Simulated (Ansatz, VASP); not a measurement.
HfB in VASP and in Ansatz

```xyz
2
Lattice="0.0000 2.2869 2.3100 2.2869 0.0000 2.3100 2.2869 2.2869 0.0000" Properties=species:S:1:pos:R:3 pbc="T T T"
Hf    2.2869    2.2869    2.3100
B     0.0000    0.0000    0.0000
```

Change from the starting cell: equal xx and yy strain of -1 %.

Alike in both runs: task single point; functional LDA; k mesh 15 × 15 × 15; occupations fermi-dirac, width 0.05 eV; no spin polarisation.

```csv
,VASP,Ansatz
version,VASP 6.6.1,Ansatz 0.2.0
potentials or method,"VASP PAW LDA potentials, release 64 (Hf_pv, B), cutoff 520 eV","all-electron LAPW, scalar-relativistic"
```

VASP gave:

| Item | Value |
| --- | --- |
| pressure (GPa) | 25.5 |
| traceless stress, the component that is largest in VASP (GPa) | -3.52 |

Task: What did Ansatz give for the same quantities?

Result: Pressure (GPa): 23.6; traceless stress, the component that is largest in VASP (GPa): -3.44.

LDA's correlation is that of Perdew and Zunger in VASP and of Perdew and Wang (1992) in Ansatz. Ansatz ran all-electron here, and VASP with PAW potentials.

Neither program's run includes spin-orbit coupling.
